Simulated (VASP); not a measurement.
# Te2Mo (P1) in VASP: single point with r2SCAN

Aim: the single point of Te2Mo with r2SCAN.

All numbers are computed with VASP 6.6.1; they aren't measurements. Logs are shortened: lines on timing, memory, paths and dates and some standing lists are left out, and cuts for length are marked.

### Step 1. The cell of the first run

The typed cell holds 12 atoms: a = 7.039 Å, b = 7.039 Å, c = 7.214 Å, α = 90.00°, β = 90.00°, γ = 120.00°.

### Step 2. Single point, r2SCAN

Contents of POSCAR:

```
Te2Mo
1.0
    7.0389090317      0.0000000000      0.0000000000
   -3.5194545159      6.0958740364      0.0000000000
    0.0000000000      0.0000000000      7.2144528831
Mo Te
4 8
Direct
    0.0070141897      0.0022941747     -0.0003976740
    0.0025841260      0.5000841523      0.0028308453
    0.4976151147      0.0024761010      0.0017168315
    0.5040976164      0.5043932965      0.0004388413
    0.1616347093      0.3313016293      0.2435904744
    0.3284042890      0.1632599352      0.7476633485
    0.1680792453      0.8336594506      0.2519608943
    0.3351042186      0.6698120689      0.7439872554
    0.6674991789      0.3341901404      0.2513419977
    0.8319171839      0.1652396349      0.7509187582
    0.6630912196      0.8311733428      0.2520308926
    0.8305244445      0.6636159107      0.7507521482
```

Contents of INCAR.step1:

```
PREC = Accurate
ENCUT = 440
ISMEAR = -1
SIGMA = 0.02
LREAL = False
LASPH = True
NELM = 120
NBANDS = 64
GGA = PE
ALGO = Normal
EDIFF = 1E-5
LWAVE = True
LCHARG = False
GGA_COMPAT = False
```

Contents of INCAR.step2:

```
PREC = Accurate
ENCUT = 440
EDIFF = 1E-6
ISMEAR = -1
SIGMA = 0.02
LREAL = False
LASPH = True
NELM = 120
ALGO = Normal
ISIF = 2
LWAVE = False
LCHARG = False
METAGGA = R2SCAN
LMIXTAU = True
NBANDS = 64
ISTART = 1
GGA_COMPAT = False
```

Contents of KPOINTS:

```
Automatic mesh
0
Gamma
  3 3 2
```

Potentials or basis: VASP PAW PBE potentials, release 64 (Mo_sv, Te).

Launch:

```bash
$ cat potpaw_PBE.64/Mo_sv/POTCAR potpaw_PBE.64/Te/POTCAR > POTCAR
$ cp INCAR.step1 INCAR
$ mpirun -np 1 vasp_std > vasp.out
$ cp INCAR.step2 INCAR
$ mpirun -np 1 vasp_std > vasp.out
```

OUTCAR:

```text
PREC = Accurate
   ENCUT = 440
   EDIFF = 1E-6
   ISMEAR = -1
   LREAL = False
   LASPH = True
   NELM = 120
   ISIF = 2
   METAGGA = R2SCAN
   ISTART = 1

 ion  position               nearest neighbor table
   1  0.007  0.002  1.000-   5 2.67   6 2.67   7 2.71  10 2.73  12 2.74  11 2.78   3 3.45
   2  0.003  0.500  0.003-   5 2.65   7 2.71   9 2.72  10 2.73  12 2.74   8 2.76
   3  0.498  0.002  0.002-   7 2.70   9 2.71   6 2.72  10 2.73  11 2.73   8 2.75   1 3.45
   4  0.504  0.504  0.000-  12 2.68  11 2.70   9 2.72   5 2.73   8 2.75   6 2.77
   5  0.162  0.331  0.244-   2 2.65   1 2.67   4 2.73   9 3.49   7 3.51  11 3.52  11 3.52   7 3.53
                             9 3.55
   6  0.328  0.163  0.748-   1 2.67   3 2.72   4 2.77   8 3.50  10 3.50  12 3.51  12 3.53  10 3.54
                             8 3.54
   7  0.168  0.834  0.252-   3 2.70   1 2.71   2 2.71  11 3.49   5 3.51   9 3.52   9 3.52   5 3.53
                            11 3.55
   8  0.335  0.670  0.744-   3 2.75   4 2.75   2 2.76  10 3.49   6 3.50  12 3.51  12 3.53   6 3.54
                            10 3.55
   9  0.667  0.334  0.251-   3 2.71   2 2.72   4 2.72   5 3.49  11 3.51   7 3.52   7 3.52  11 3.53
                             5 3.55
  10  0.832  0.165  0.751-   3 2.73   1 2.73   2 2.73   8 3.49   6 3.50  12 3.51  12 3.53   6 3.54
                             8 3.55
  11  0.663  0.831  0.252-   4 2.70   3 2.73   1 2.78   7 3.49   9 3.51   5 3.52   5 3.52   9 3.53
                             7 3.55
  12  0.831  0.664  0.751-   4 2.68   1 2.74   2 2.74   8 3.51   6 3.51  10 3.51  10 3.53   6 3.53
                             8 3.53

  LATTYP: Found a hexagonal cell.
 ALAT       =     7.0389090317
 C/A-ratio  =     1.0249390709

  Lattice vectors:

 A1 = (   7.0389090317,   0.0000000000,   0.0000000000)
 A2 = (  -3.5194545159,   6.0958740364,   0.0000000000)
 A3 = (   0.0000000000,   0.0000000000,   7.2144528831)

Analysis of symmetry for initial positions (statically):
=====================================================================
 Subroutine PRICEL returns:
 Original cell was already a primitive cell.

 Routine SETGRP: Setting up the symmetry group for a
 hexagonal supercell.

 Subroutine GETGRP returns: Found  1 space group operations
 (whereof  1 operations were pure point group operations)
 out of a pool of 24 trial point group operations.

The static configuration has the point symmetry C_1 .

Analysis of symmetry for dynamics (positions and initial velocities):
=====================================================================
 Subroutine PRICEL returns:
 Original cell was already a primitive cell.

 Routine SETGRP: Setting up the symmetry group for a
 hexagonal supercell.

 Subroutine GETGRP returns: Found  1 space group operations
 (whereof  1 operations were pure point group operations)
 out of a pool of 24 trial point group operations.

The dynamic configuration has the point symmetry C_1 .

 Subroutine INISYM returns: Found  1 space group operations
 (whereof  1 operations are pure point group operations),
 and found     1 'primitive' translations

----------------------------------------------------------------------------------------

                                     Primitive cell

  volume of cell :     309.5599

  direct lattice vectors                    reciprocal lattice vectors
     7.038909032  0.000000000  0.000000000     0.142067470  0.082022692  0.000000000
    -3.519454516  6.095874036  0.000000000     0.000000000  0.164045384  0.000000000
     0.000000000  0.000000000  7.214452883     0.000000000  0.000000000  0.138610650

  length of vectors
     7.038909032  7.038909032  7.214452883     0.164045384  0.164045384  0.138610650

  position of ions in fractional coordinates (direct lattice)
     0.007014190  0.002294175  0.999602326
     0.002584126  0.500084152  0.002830845
     0.497615115  0.002476101  0.001716831
     0.504097616  0.504393296  0.000438841
     0.161634709  0.331301629  0.243590474
     0.328404289  0.163259935  0.747663348
     0.168079245  0.833659451  0.251960894
     0.335104219  0.669812069  0.743987255
     0.667499179  0.334190140  0.251341998
     0.831917184  0.165239635  0.750918758
     0.663091220  0.831173343  0.252030893
     0.830524445  0.663615911  0.750752148

  ion indices of the primitive-cell ions
   primitive index   ion index
                 1           1
                 2           2
                 3           3
                 4           4
                 5           5
                 6           6
                 7           7
                 8           8
                 9           9
                10          10
                11          11
                12          12

----------------------------------------------------------------------------------------

 KPOINTS: Automatic mesh

Automatic generation of k-mesh.
 Grid dimensions read from file:
 generate k-points for:    3    3    2

 Generating k-lattice:

  Cartesian coordinates                     Fractional coordinates (reciprocal lattice)
     0.047355823  0.027340897  0.000000000     0.333333333  0.000000000  0.000000000
     0.000000000  0.054681795  0.000000000     0.000000000  0.333333333  0.000000000
     0.000000000  0.000000000  0.069305325     0.000000000  0.000000000  0.500000000

  Length of vectors
     0.054681795  0.054681795  0.069305325

  Shift w.r.t. Gamma in fractional coordinates (k-lattice)
     0.000000000  0.000000000  0.000000000

 Subroutine IBZKPT returns following result:
 ===========================================

 Found     10 irreducible k-points:

 Following reciprocal coordinates:
            Coordinates               Weight
  0.000000  0.000000  0.000000      1.000000
  0.333333  0.000000  0.000000      2.000000
  0.000000  0.333333  0.000000      2.000000
 -0.333333  0.333333  0.000000      2.000000
  0.333333  0.333333  0.000000      2.000000
  0.000000  0.000000  0.500000      1.000000
  0.333333  0.000000  0.500000      2.000000
  0.000000  0.333333  0.500000      2.000000
 -0.333333  0.333333  0.500000      2.000000
  0.333333  0.333333  0.500000      2.000000
   k-points           NKPTS =     10   k-points in BZ     NKDIM =     10   number of bands    NBANDS=     64
   number of dos      NEDOS =    301   number of ions     NIONS =     12
   total plane-waves  NPLWV = 115200
   dimension x,y,z NGX =    48 NGY =   48 NGZ =   50
   dimension x,y,z NGXF=    96 NGYF=   96 NGZF=  100
   ions per type =               4   8
   NGX,Y,Z   is equivalent  to a cutoff of  11.34, 11.34, 11.52 a.u.
   NGXF,Y,Z  is equivalent  to a cutoff of  22.67, 22.67, 23.04 a.u.
 SYSTEM =  unknown system
   PREC   = accura    normal or accurate (medium, high low for compatibility)
   ISTART =      1    job   : 0-new  1-cont  2-samecut
   ICHARG =      0    charge: 1-file 2-atom 10-const
   ISPIN  =      1    spin polarized calculation?
   LNONCOLLINEAR =      F non collinear calculations
   LSORBIT =      F    spin-orbit coupling
   LASPH  =      T    aspherical Exc in radial PAW
   ENCUT  =  440.0 eV  32.34 Ry    5.69 a.u.  12.04 12.04 12.34*2*pi/ulx,y,z
   NELM   =    120;   NELMIN=  2; NELMDL=  0     # of ELM steps
   EDIFF  = 0.1E-05   stopping-criterion for ELM
   LREAL  =      F    real-space projection
   EDIFFG = 0.1E-04   stopping-criterion for IOM
   NSW    =      0    number of steps for IOM
   IBRION =     -1    ionic relax: 0-MD 1-quasi-New 2-CG
   NFREE  =      0    steps in history (QN), initial steepest desc. (CG)
   ISIF   =      2    stress and relaxation
   ISYM   =      2    0-nonsym 1-usesym 2-fastsym
   POTIM  = 0.5000    time-step for ionic-motion
   TEBEG  =    0.0;   TEEND  =   0.0 temperature during run
   PSTRESS=    0.0 pullay stress
   NELECT =     104.0000    total number of electrons
   NUPDOWN=      -1.0000    fix difference up-down
   EMIN   =  10.00;   EMAX   =-10.00  energy-range for DOS
   EFERMI =   0.00;   METHOD = LEGACY
   ISMEAR =    -1;   SIGMA  =   0.02  broadening in eV -4-tet -1-fermi 0-gaus
   EFERMI_NEDOS =   21; number of points for ismear=-14 and -15
   IALGO  =     38    algorithm
   IMIX   =      4    mixing-type and parameters
     AMIX     =   0.40;   BMIX     =  1.00
     AMIX_MAG =   1.60;   BMIX_MAG =  1.00
  volume/ion in A,a.u.               =      25.80       174.08
  Fermi-wavevector in a.u.,A,eV,Ry     =   1.138075  2.150651 17.622478  1.295216
  Thomas-Fermi vector in A             =   2.274780
   LORBIT       =      0    0 simple, 1 ext, 2 COOP (PROOUT), +10 PAW based schemes
   METAGGA = R2SCAN    functional components
   LHFCALC =     F    Hartree Fock is set to
   AEXX    =    0.0000 exact exchange contribution
   IVDW    =     0    specifies the selected vdW correction
   LEPSILON=     F    determine dielectric tensor
   LRPA    =     F    only Hartree local field effects (RPA)
 non-spin polarized calculation
  energy-cutoff  :      440.00
  volume of cell :      309.56
 maximum number of plane-waves:      6504
   NGX = 25   NGY = 25   NGZ = 25

 number of electron     104.0000004 magnetization

 Free energy of the ion-electron system (eV)
  ---------------------------------------------------
  ext. energy  EPLUGINS =         0.00000000
  ---------------------------------------------------
  free energy    TOTEN  =      -308.94958748 eV

  energy without entropy =     -308.94861254  energy(sigma->0) =     -308.94910001

 E-fermi :   8.2978     XC(G=0): -10.8108

 val. band max:        8.2164307548   @ k =   0.3333   0.3333   0.5000
 cond. band min:       8.3852396652   @ k =   0.3333   0.3333   0.5000
 fundamental gap:      0.1688089104
 Fermi energy:         8.2977934294

 k-point     1 :       0.0000    0.0000    0.0000
  band No.  band energies     occupation
      1     -55.1285      2.00000
      2     -55.1186      2.00000
      3     -55.1143      2.00000
      4     -55.1113      2.00000
      5     -28.6305      2.00000
      6     -28.6170      2.00000
[... 659 lines left out ...]
     63      10.0228      0.00000
     64      10.6856      0.00000

------------------------ aborting loop because EDIFF is reached ----------------------------------------

  FORCE on cell =-STRESS in cart. coord.  units (eV):
  Direction    XX          YY          ZZ          XY          YZ          ZX
  --------------------------------------------------------------------------------------
  -------------------------------------------------------------------------------------
  Total        3.6599066      3.5399887      6.2911088      0.0000470     -0.1008275     -0.0157965
  in kB       18.9424367     18.3217822     32.5606482      0.0002432     -0.5218489     -0.0817576
  external PRESSURE =      23.2749557 kB  Pullay stress =       0.0000000 kB

 VOLUME and BASIS-vectors are now :
 -----------------------------------------------------------------------------
  energy-cutoff  :      440.00
  volume of cell :      309.56
      direct lattice vectors                 reciprocal lattice vectors
     7.038909032  0.000000000  0.000000000     0.142067470  0.082022692  0.000000000
    -3.519454516  6.095874036  0.000000000     0.000000000  0.164045384  0.000000000
     0.000000000  0.000000000  7.214452883     0.000000000  0.000000000  0.138610650

 POSITION                                       TOTAL-FORCE (eV/Angst)
 -----------------------------------------------------------------------------------
      0.04130      0.01398      7.21158        -0.055580     -0.419609     -0.032535
     -1.74183      3.04845      0.02042        -0.187902      0.320079     -0.683187
      3.49395      0.01509      0.01239        -0.216526     -0.207203     -0.245701
      1.77311      3.07472      0.00317        -0.220060     -0.293322     -0.184750
     -0.02827      2.01957      1.75737         0.374398      0.066074      0.990152
      1.73702      0.99521      5.39398         0.194290      0.264599     -0.317794
     -1.75093      5.08188      1.81776        -0.110506     -0.012384      0.427308
      0.00140      4.08309      5.36746        -0.037828     -0.108981      0.182883
      3.52230      2.03718      1.81329        -0.084805      0.043457      0.315519
      5.27424      1.00728      5.41747         0.027531      0.065305     -0.202082
      1.74216      5.06673      1.81826         0.163738      0.171289      0.110362
      3.51042      4.04532      5.41627         0.153250      0.110698     -0.360174
 -----------------------------------------------------------------------------------
    total drift:                                0.000095      0.000395      0.000270

  FREE ENERGIE OF THE ION-ELECTRON SYSTEM (eV)
  ---------------------------------------------------
  free  energy   TOTEN  =      -308.9495874753 eV

  energy  without entropy=     -308.9486125410  energy(sigma->0) =     -308.94910001
```

Wall time 23 min (1 thread of Oxide Virtual Turin-like, shared host); peak memory 0.38 GiB.

What came out:

```
Free energy            : -308.9496 eV
Pressure               : 2.3 GPa
Largest force          : 1.061 eV/Å
Band gap on the k mesh : zero (bands 52 and 53 overlap by 0.42 eV)
```

Forces on the atoms (eV/Å):
```
Mo  -0.056 -0.420 -0.033
Mo  -0.188  0.320 -0.683
Mo  -0.217 -0.207 -0.246
Mo  -0.220 -0.293 -0.185
Te   0.374  0.066  0.990
Te   0.194  0.265 -0.318
Te  -0.111 -0.012  0.427
Te  -0.038 -0.109  0.183
Te  -0.085  0.043  0.316
Te   0.028  0.065 -0.202
Te   0.164  0.171  0.110
Te   0.153  0.111 -0.360
```

Stress tensor (GPa, compression positive):
```
 1.89  0.00 -0.01
 0.00  1.83 -0.05
-0.01 -0.05  3.26
```

Caveat: the k points lie up to 0.44 Å⁻¹ apart; the atoms stand as in a frame of molecular dynamics; the PAW data sets were made with another functional, which shifts forces and pressure a little; spin-orbit coupling is left out, which moves the levels of the heavy elements.

The gap in the log of VASP goes by the Fermi energy; the results here count the filled bands.